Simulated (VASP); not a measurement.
# Cs (Im-3m) in VASP: notebook, part 2 of 2

VASP 6.6.1. Earlier steps stand in the parts before.

### Step 4. Single point, PBE

Contents of INCAR:

```
ALGO     = Normal         # electronic algorithm
EDIFF    = 1E-6           # SCF threshold, eV
ENCUT    = 500            # plane-wave cutoff, eV
GGA      = PE             # functional
GGA_COMPAT= F            
ISIF     = 2              # what is computed and relaxed
ISMEAR   = 0              # smearing method
LASPH    = T              # aspherical terms in the spheres
LCHARG   = F              # write CHGCAR
LREAL    = F              # projectors in reciprocal space
LWAVE    = F              # write WAVECAR
NBANDS   = 10             # bands
NELM     = 120            # most SCF steps
PREC     = Accurate       # precision mode
SIGMA    = 0.1            # smearing width, eV
```

Contents of KPOINTS:

```
k-points
0
Gamma
  2 2 2
```

Contents of POSCAR:

```
Cs
1.0
   -3.1284650614      3.1284650614      3.1284650614
    3.1284650614     -3.1284650614      3.1284650614
    3.1284650614      3.1284650614     -3.1284650614
Cs
1
Direct
    0.0000000000      0.0000000000      0.0000000000
```

Potentials or basis: VASP PAW PBE potentials, release 64 (Cs_sv).

On the command line:

```bash
$ cat potpaw_PBE.64/Cs_sv/POTCAR > POTCAR
$ mpirun -np 1 vasp_std > vasp.out
```

OUTCAR:

```text
EDIFF = 1E-6
   ENCUT = 500
   GGA = PE
   ISIF = 2
   ISMEAR = 0
   LASPH = T
   LREAL = F
   NELM = 120
   PREC = Accurate

 ion  position               nearest neighbor table
   1  0.000  0.000  0.000-

  LATTYP: Found a body centered cubic cell.
 ALAT       =     6.2569301228

  Lattice vectors:

 A1 = (  -3.1284650614,   3.1284650614,   3.1284650614)
 A2 = (   3.1284650614,  -3.1284650614,   3.1284650614)
 A3 = (   3.1284650614,   3.1284650614,  -3.1284650614)

[... 195 lines left out ...]
     10       4.4716      0.00000

------------------------ aborting loop because EDIFF is reached ----------------------------------------

  FORCE on cell =-STRESS in cart. coord.  units (eV):
  Direction    XX          YY          ZZ          XY          YZ          ZX
  --------------------------------------------------------------------------------------
  -------------------------------------------------------------------------------------
  Total       -0.3502167     -0.3502167     -0.3502167      0.0000000     -0.0000000     -0.0000000
  in kB       -4.5813509     -4.5813509     -4.5813509      0.0000000     -0.0000000     -0.0000000
  external PRESSURE =      -4.5813509 kB  Pullay stress =       0.0000000 kB

 VOLUME and BASIS-vectors are now :
 -----------------------------------------------------------------------------
  energy-cutoff  :      500.00
  volume of cell :      122.48
      direct lattice vectors                 reciprocal lattice vectors
    -3.128465061  3.128465061  3.128465061     0.000000000  0.159822785  0.159822785
     3.128465061 -3.128465061  3.128465061     0.159822785  0.000000000  0.159822785
     3.128465061  3.128465061 -3.128465061     0.159822785  0.159822785  0.000000000

 POSITION                                       TOTAL-FORCE (eV/Angst)
 -----------------------------------------------------------------------------------
      0.00000      0.00000      0.00000         0.000000      0.000000     -0.000000
 -----------------------------------------------------------------------------------
    total drift:                               -0.000000      0.000000     -0.000000

  FREE ENERGIE OF THE ION-ELECTRON SYSTEM (eV)
  ---------------------------------------------------
  free  energy   TOTEN  =        -0.6816628370 eV

  energy  without entropy=       -0.6393486183  energy(sigma->0) =       -0.66050573
```

OSZICAR:

```text
N       E                     dE             d eps       ncg     rms          rms(c)
DAV:   1     0.569900779776E+02    0.56990E+02   -0.26337E+03    60   0.593E+02
DAV:   2     0.598460367780E+01   -0.51005E+02   -0.48941E+02    82   0.111E+02
DAV:   3    -0.564782152741E+00   -0.65494E+01   -0.65402E+01    64   0.453E+01
DAV:   4    -0.681171328343E+00   -0.11639E+00   -0.11636E+00    76   0.711E+00
DAV:   5    -0.681915127048E+00   -0.74380E-03   -0.74379E-03    76   0.573E-01    0.125E-01
DAV:   6    -0.681624436451E+00    0.29069E-03   -0.78171E-04    86   0.136E-01    0.636E-02
DAV:   7    -0.681627475074E+00   -0.30386E-05   -0.77617E-04    74   0.137E-01    0.153E-02
DAV:   8    -0.681663031160E+00   -0.35556E-04   -0.35387E-05    68   0.332E-02    0.205E-03
DAV:   9    -0.681662837023E+00    0.19414E-06   -0.43632E-07    62   0.287E-03
   1 F= -.68166284E+00 E0= -.66050573E+00  d E =-.423142E-01
```

stdout:

```text
POSCAR found type information on POSCAR Cs
 POSCAR found :  1 types and       1 ions
 scaLAPACK will be used
 LDA part: xc-table for (Slater+PW92), standard interpolation
 POSCAR, INCAR and KPOINTS ok, starting setup
 FFT: planning ... GRIDC
 FFT: planning ... GRID_SOFT
 FFT: planning ... GRID
 WAVECAR not read
 entering main loop
```

It took 8.7 s on 1 thread of Intel Xeon 8259CL, shared host; peak memory 0.22 GiB.

Results:

```
Free energy : -0.6817 eV
Pressure    : -0.5 GPa
```

Levels at points of the mesh, in eV from the Fermi level:
```tsv
k point	band 1	band 2	band 3	band 4	band 5	band 6	band 7	band 8	band 9	band 10
(0.00, 0.00, 0.00)	-23.93	-10.68	-10.68	-10.68	-1.67	2.38	2.38	2.38	3.22	3.22
(0.50, 0.00, 0.00)	-23.92	-10.79	-10.72	-10.68	0.00	0.77	1.58	3.02	3.63	4.17
(0.50, 0.50, 0.50)	-23.92	-10.76	-10.76	-10.76	0.65	0.65	2.79	2.79	2.79	4.08
```

Caveat: the k points lie up to 0.71 Å⁻¹ apart; spin-orbit coupling is left out, which moves the levels of the heavy elements.

### Step 5. Single point, PBE

Contents of INCAR:

```
SYSTEM = Cs
ALGO     = Normal         ! electronic algorithm
EDIFF    = 1E-6           ! SCF threshold, eV
ENCUT    = 500            ! plane-wave cutoff, eV
GGA      = PE             ! functional
GGA_COMPAT= .FALSE.      
ISIF     = 2              ! what is computed and relaxed
ISMEAR   = 0              ! smearing method
LASPH    = .TRUE.         ! aspherical terms in the spheres
LCHARG   = .FALSE.        ! write CHGCAR
LREAL    = .FALSE.        ! projectors in reciprocal space
LWAVE    = .FALSE.        ! write WAVECAR
NBANDS   = 10             ! bands
NELM     = 120            ! most SCF steps
PREC     = Accurate       ! precision mode
SIGMA    = 0.1            ! smearing width, eV
```

Contents of KPOINTS:

```
k-points
0
G
  2 2 2
  0 0 0
```

POSCAR is that of step 4.

Potentials or basis: VASP PAW PBE potentials, release 64 (Cs_sv).

On the command line:

```bash
$ cat potpaw_PBE.64/Cs_sv/POTCAR > POTCAR
$ mpirun -np 1 vasp_std > vasp.out
```

OUTCAR:

```text
SYSTEM = Cs
   EDIFF = 1E-6
   ENCUT = 500
   GGA = PE
   ISIF = 2
   ISMEAR = 0
   LASPH = .TRUE.
   LREAL = .FALSE.
   NELM = 120
   PREC = Accurate

 ion  position               nearest neighbor table
   1  0.000  0.000  0.000-

  LATTYP: Found a body centered cubic cell.
 ALAT       =     6.2569301228

  Lattice vectors:

 A1 = (  -3.1284650614,   3.1284650614,   3.1284650614)
 A2 = (   3.1284650614,  -3.1284650614,   3.1284650614)
 A3 = (   3.1284650614,   3.1284650614,  -3.1284650614)

Analysis of symmetry for initial positions (statically):
=====================================================================
 Subroutine PRICEL returns:
 Original cell was already a primitive cell.

 Routine SETGRP: Setting up the symmetry group for a
 body centered cubic supercell.

 Subroutine GETGRP returns: Found 48 space group operations
 (whereof 48 operations were pure point group operations)
 out of a pool of 48 trial point group operations.

The static configuration has the point symmetry O_h .

Analysis of symmetry for dynamics (positions and initial velocities):
=====================================================================
 Subroutine PRICEL returns:
 Original cell was already a primitive cell.

 Routine SETGRP: Setting up the symmetry group for a
 body centered cubic supercell.

 Subroutine GETGRP returns: Found 48 space group operations
 (whereof 48 operations were pure point group operations)
 out of a pool of 48 trial point group operations.

The dynamic configuration has the point symmetry O_h .

 Subroutine INISYM returns: Found 48 space group operations
 (whereof 48 operations are pure point group operations),
 and found     1 'primitive' translations

----------------------------------------------------------------------------------------

                                     Primitive cell
[... 90 lines left out ...]
  Thomas-Fermi vector in A             =   1.765724
   LORBIT       =      0    0 simple, 1 ext, 2 COOP (PROOUT), +10 PAW based schemes
   GGA     = PE    functional components
   LHFCALC =     F    Hartree Fock is set to
   AEXX    =    0.0000 exact exchange contribution
   IVDW    =     0    specifies the selected vdW correction
   LEPSILON=     F    determine dielectric tensor
   LRPA    =     F    only Hartree local field effects (RPA)
 non-spin polarized calculation
 Gauss-broadening in eV      SIGMA  =   0.10
  energy-cutoff  :      500.00
  volume of cell :      122.48
 maximum number of plane-waves:      3132
 NGX is ok and might be reduce to    40
   NGX = 19   NGY = 19   NGZ = 19

 number of electron       8.9999999 magnetization

 Free energy of the ion-electron system (eV)
  ---------------------------------------------------
  ext. energy  EPLUGINS =         0.00000000
  ---------------------------------------------------
  free energy    TOTEN  =        -0.68166284 eV

  energy without entropy =       -0.63934862  energy(sigma->0) =       -0.66050573

 E-fermi :   0.3957     XC(G=0):  -5.2130

 val. band max:        0.3957369685   @ k =   0.5000   0.0000   0.0000
 cond. band min:       1.0502516491   @ k =   0.5000   0.5000   0.5000
 fundamental gap:      0.6545146806
 Fermi energy:         0.3957369685

 k-point     1 :       0.0000    0.0000    0.0000
  band No.  band energies     occupation
      1     -23.5302      2.00000
      2     -10.2838      2.00000
      3     -10.2838      2.00000
      4     -10.2838      2.00000
      5      -1.2746      2.00000
      6       2.7773      0.00000
      7       2.7773      0.00000
      8       2.7773      0.00000
      9       3.6145      0.00000
     10       3.6145      0.00000
[... 14 lines left out ...]
 k-point     3 :       0.5000    0.5000    0.5000
  band No.  band energies     occupation
      1     -23.5214      2.00000
      2     -10.3640      2.00000
      3     -10.3640      2.00000
      4     -10.3640      2.00000
      5       1.0503      0.00000
      6       1.0503      0.00000
      7       3.1898      0.00000
      8       3.1898      0.00000
      9       3.1898      0.00000
     10       4.4716      0.00000

------------------------ aborting loop because EDIFF is reached ----------------------------------------

  FORCE on cell =-STRESS in cart. coord.  units (eV):
  Direction    XX          YY          ZZ          XY          YZ          ZX
  --------------------------------------------------------------------------------------
  -------------------------------------------------------------------------------------
  Total       -0.3502167     -0.3502167     -0.3502167      0.0000000     -0.0000000     -0.0000000
  in kB       -4.5813509     -4.5813509     -4.5813509      0.0000000     -0.0000000     -0.0000000
  external PRESSURE =      -4.5813509 kB  Pullay stress =       0.0000000 kB

 VOLUME and BASIS-vectors are now :
 -----------------------------------------------------------------------------
  energy-cutoff  :      500.00
  volume of cell :      122.48
      direct lattice vectors                 reciprocal lattice vectors
    -3.128465061  3.128465061  3.128465061     0.000000000  0.159822785  0.159822785
     3.128465061 -3.128465061  3.128465061     0.159822785  0.000000000  0.159822785
     3.128465061  3.128465061 -3.128465061     0.159822785  0.159822785  0.000000000

 POSITION                                       TOTAL-FORCE (eV/Angst)
 -----------------------------------------------------------------------------------
      0.00000      0.00000      0.00000         0.000000      0.000000     -0.000000
 -----------------------------------------------------------------------------------
    total drift:                               -0.000000      0.000000     -0.000000

  FREE ENERGIE OF THE ION-ELECTRON SYSTEM (eV)
  ---------------------------------------------------
  free  energy   TOTEN  =        -0.6816628370 eV

  energy  without entropy=       -0.6393486183  energy(sigma->0) =       -0.66050573
```

OSZICAR:

```text
N       E                     dE             d eps       ncg     rms          rms(c)
DAV:   1     0.569900779776E+02    0.56990E+02   -0.26337E+03    60   0.593E+02
DAV:   2     0.598460367780E+01   -0.51005E+02   -0.48941E+02    82   0.111E+02
DAV:   3    -0.564782152741E+00   -0.65494E+01   -0.65402E+01    64   0.453E+01
DAV:   4    -0.681171328343E+00   -0.11639E+00   -0.11636E+00    76   0.711E+00
DAV:   5    -0.681915127048E+00   -0.74380E-03   -0.74379E-03    76   0.573E-01    0.125E-01
DAV:   6    -0.681624436451E+00    0.29069E-03   -0.78171E-04    86   0.136E-01    0.636E-02
DAV:   7    -0.681627475074E+00   -0.30386E-05   -0.77617E-04    74   0.137E-01    0.153E-02
DAV:   8    -0.681663031160E+00   -0.35556E-04   -0.35387E-05    68   0.332E-02    0.205E-03
DAV:   9    -0.681662837023E+00    0.19414E-06   -0.43632E-07    62   0.287E-03
   1 F= -.68166284E+00 E0= -.66050573E+00  d E =-.423142E-01
```

stdout:

```text
POSCAR found type information on POSCAR Cs
 POSCAR found :  1 types and       1 ions
 scaLAPACK will be used
 LDA part: xc-table for (Slater+PW92), standard interpolation
 POSCAR, INCAR and KPOINTS ok, starting setup
 FFT: planning ... GRIDC
 FFT: planning ... GRID_SOFT
 FFT: planning ... GRID
 WAVECAR not read
 entering main loop
```

Wall time 9.4 s (1 thread of Intel Xeon 8259CL, shared host); peak memory 0.22 GiB.

Results:

| Item | Value |
| --- | --- |
| Free energy | -0.6817 eV |
| Pressure | -0.5 GPa |

Caveat: the k points lie up to 0.71 Å⁻¹ apart; spin-orbit coupling is left out, which moves the levels of the heavy elements.

### Step 6. Single point, PBE

Contents of INCAR:

```
PREC = Accurate
ENCUT = 500
EDIFF = 1E-6
ISMEAR = 0
SIGMA = 0.1
LREAL = False
LASPH = True
NELM = 120
ALGO = Normal
ISIF = 2
LWAVE = False
LCHARG = False
GGA = PE
ISYM = 0
NBANDS = 10
GGA_COMPAT = False
```

Contents of KPOINTS:

```
regular mesh
0
Gamma
  2 2 1
```

POSCAR is that of step 5.

Potentials or basis: VASP PAW PBE potentials, release 64 (Cs_sv).

On the command line:

```bash
$ cat potpaw_PBE.64/Cs_sv/POTCAR > POTCAR
$ mpirun -np 1 vasp_std > vasp.out
```

Run time: 12 s. Hardware: 1 thread of Intel Xeon 8259CL, shared host; peak memory 0.22 GiB.

The run converged. Its results:

* Free energy: -1.0396 eV
* Pressure: -0.4 GPa

Levels at points of the mesh, in eV from the Fermi level:
```
           k point  band 1  band 2  band 3  band 4  band 5  band 6  band 7  band 8  band 9
(0.00, 0.00, 0.00)  -23.89  -10.66  -10.66  -10.61   -1.63    2.42    2.43    2.43    3.25
(0.50, 0.00, 0.00)  -23.88  -10.77  -10.69  -10.62    0.03    0.81    1.62    3.06    3.67
(0.00, 0.50, 0.00)  -23.88  -10.77  -10.69  -10.62    0.03    0.81    1.62    3.06    3.67
(0.50, 0.50, 0.00)  -23.88  -10.77  -10.69  -10.62    0.03    0.81    1.62    3.06    3.67
```

Caveat: the k points lie up to 1.42 Å⁻¹ apart; spin-orbit coupling is left out, which moves the levels of the heavy elements.

### Step 7. The runs side by side

| k mesh | cutoff (eV) | smearing | gap on the mesh (eV) | pressure (GPa) |
| --- | --- | --- | --- | --- |
| 4 × 4 × 4 | 520 | gaussian 0.272114 eV | none | -0.1 |
| 2 × 2 × 2 | 500 | gaussian 0.1 eV | none | -0.5 |
| 2 × 2 × 1 | 500 | gaussian 0.1 eV | none | -0.4 |

Alike in all rows: task single point; level PBE; potentials or basis VASP PAW PBE potentials, release 64 (Cs_sv); no spin polarisation; cell as given.

Caveats: some runs use coarse meshes; spin-orbit coupling is left out, which moves the levels of the heavy elements.

Total energies depend on the potentials used, so only differences within one code and one set of settings carry meaning.
